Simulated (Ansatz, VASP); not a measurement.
Two plane-wave programs on HRh6

```xyz
14
Lattice="5.4166 0.0000 0.0000 -2.7083 4.6909 0.0000 0.0000 0.0000 22.2966" Properties=species:S:1:pos:R:3 pbc="T T T"
Rh    1.3541    0.7818    4.0000
Rh    0.0000    3.1273    4.0000
Rh    4.0624    0.7818    4.0000
Rh    2.7083    3.1273    4.0000
Rh    0.0000    1.5636    6.1489
Rh   -1.3541    3.9091    6.1489
Rh    2.7083    1.5636    6.1489
Rh    1.3541    3.9091    6.1489
Rh    0.0000    0.0000    8.2966
Rh   -1.3541    2.3455    8.2966
Rh    2.7083    0.0000    8.2966
Rh    1.3541    2.3455    8.2966
H     0.0000    1.9705    9.7066
H     0.0000    2.7205    9.7066
```

Alike in both runs: task single point; functional PBE; k mesh 6 × 6 × 1; occupations gaussian, width 0.1 eV; no spin polarisation.

|  | VASP | Ansatz |
| --- | --- | --- |
| version | VASP 6.6.1 | Ansatz 0.2.0 |
| potentials or method | VASP PAW PBE potentials, release 64 (Rh_pv, H), cutoff 520 eV | scalar-relativistic, plane waves, PAW |
| valence electrons in the cell | 182 | 206 |

```csv
,VASP,Ansatz,Ansatz less VASP
gap on the k mesh at the Fermi level (eV),none,none,-
rms of the force components (eV/Å),0.701,0.705,+0.0040
"work function, face that differs most (eV)",4.49,4.49,+0.003
```

Atom by atom the forces differ by 0.005 eV/Å (rms over components). A gap of «none» marks a metal or a gap that the smearing closes. VASP's potentials hold 182 valence electrons a cell and Ansatz's 206, so a difference there can come from the potentials and not from the codes.
